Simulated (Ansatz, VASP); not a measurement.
SnO: VASP beside Ansatz

Contents of INCAR:

```
SYSTEM = SnO
PREC = Accurate ; ENCUT = 520
EDIFF = 1E-6 ; ISMEAR = 0
SIGMA = 0.03 ; LREAL = .FALSE.
LASPH = .TRUE. ; NELM = 100
ALGO = Normal ; ISIF = 2
LWAVE = .FALSE. ; LCHARG = .FALSE.
GGA = CA ; NBANDS = 28
```

File KPOINTS:

```
Automatic mesh
0
G
  10 10 8
  0 0 0
```

POSCAR

```
SnO
1.0
    3.8020000000      0.0000000000      0.0000000000
    0.0000000000      3.8020000000      0.0000000000
    0.0000000000      0.0000000000      4.8360000000
Sn O
2 2
Direct
    0.0000000000      0.5000000000      0.2385000000
    0.5000000000      0.0000000000      0.7615000000
    0.0000000000      0.0000000000      0.0000000000
    0.5000000000      0.5000000000      0.0000000000
```

Input for Ansatz:

```yaml
crystal:
  lattice:
    - [3.802, 0.0, 0.0]
    - [0.0, 3.802, 0.0]
    - [0.0, 0.0, 4.836]
  atoms:
    - { symbol: Sn, position: [0.0, 0.5, 0.2385] }
    - { symbol: Sn, position: [0.5, 0.0, 0.7615] }
    - { symbol: O, position: [0.0, 0.0, 0.0] }
    - { symbol: O, position: [0.5, 0.5, 0.0] }
basis:
  ecutwfc: 420
kpoints:
  mp_grid: { grid: [10, 10, 8] }
hamiltonian:
  xc: lda
scf:
  occupations: { method: gaussian, width: 0.03 }
output:
  forces: true
  stress: true
  eigenvalues: true
```

Alike in both runs: task single point; functional LDA; k mesh 10 × 10 × 8; occupations gaussian, width 0.03 eV; no spin polarisation.

```csv
,VASP,Ansatz
version,VASP 6.6.1,Ansatz 0.2.0
potentials or method,"VASP PAW LDA potentials, release 64 (Sn_d, O), cutoff 520 eV","scalar-relativistic, plane waves, PAW"
valence electrons in the cell,40,40
```

Ansatz gave:

- gap on the k mesh at the Fermi level (eV): 0.09
- least direct gap on the mesh (eV): 1.99
- pressure (GPa): -2.8
- traceless stress, the component that is largest in VASP (GPa): 0.08
- rms of the force components (eV/Å): 0.106

What did VASP give for the same quantities?

gap on the k mesh at the Fermi level (eV): 0.08; least direct gap on the mesh (eV): 1.96; pressure (GPa): -2.5; traceless stress, the component that is largest in VASP (GPa): 0.10; rms of the force components (eV/Å): 0.062.

LDA's correlation is that of Perdew and Zunger in VASP and of Perdew and Wang (1992) in Ansatz. Atom by atom the forces differ by 0.044 eV/Å (rms over components).
